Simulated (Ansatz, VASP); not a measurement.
# MgS in VASP and in Ansatz

File INCAR:

```
PREC = Accurate
ENCUT = 520
EDIFF = 1E-6
ISMEAR = -1
SIGMA = 0.05
LREAL = F
LASPH = T
NELM = 100
ALGO = Normal
ISIF = 2
LWAVE = F
LCHARG = F
NBANDS = 11
```

Contents of KPOINTS:

```
Automatic mesh
0
Gamma
  8 8 8
```

File POSCAR:

```
MgS
1.0
    0.0000000000      2.8141052454      2.8141052454
    2.8141052454      0.0000000000      2.8141052454
    2.8141052454      2.8141052454      0.0000000000
S Mg
1 1
Direct
    0.2500000000      0.2500000000      0.2500000000
    0.0000000000      0.0000000000      0.0000000000
```

The input input.yaml:

```yaml
crystal:
  lattice:
    - [0.0, 2.8141052454, 2.8141052454]
    - [2.8141052454, 0.0, 2.8141052454]
    - [2.8141052454, 2.8141052454, 0.0]
  atoms:
    - { symbol: S, position: [0.25, 0.25, 0.25] }
    - { symbol: Mg, position: [0.0, 0.0, 0.0] }
hamiltonian:
  xc: lda
  pseudopotentials: { kind: paw }
kpoints:
  mp_grid: { grid: [8, 8, 8] }
scf:
  occupations: { method: fermi_dirac, width: 0.05 }
output:
  forces: true
  stress: true
  eigenvalues: true
```

Alike in both runs: task single point; functional LDA; k mesh 8 × 8 × 8; occupations fermi-dirac, width 0.05 eV; no spin polarisation.

```csv
,VASP,Ansatz
version,VASP 6.6.1,Ansatz 0.2.0
potentials or method,"VASP PAW LDA potentials, release 64 (S, Mg)",Ansatz PAW
plane-wave cutoff (eV),520,420
valence electrons in the cell,8,16
```

VASP gave:

- gap on the k mesh at the Fermi level (eV): 3.28
- least direct gap on the mesh (eV): 3.28
- pressure (GPa): -1.4

**Question.** What did Ansatz give for the same quantities?

**Answer.** gap on the k mesh at the Fermi level (eV): 3.27; least direct gap on the mesh (eV): 3.27; pressure (GPa): -1.1.

LDA's correlation is that of Perdew and Zunger in VASP and of Perdew and Wang (1992) in Ansatz. VASP's potentials hold 8 valence electrons a cell and Ansatz's 16, so a difference there can come from the potentials and not from the codes.
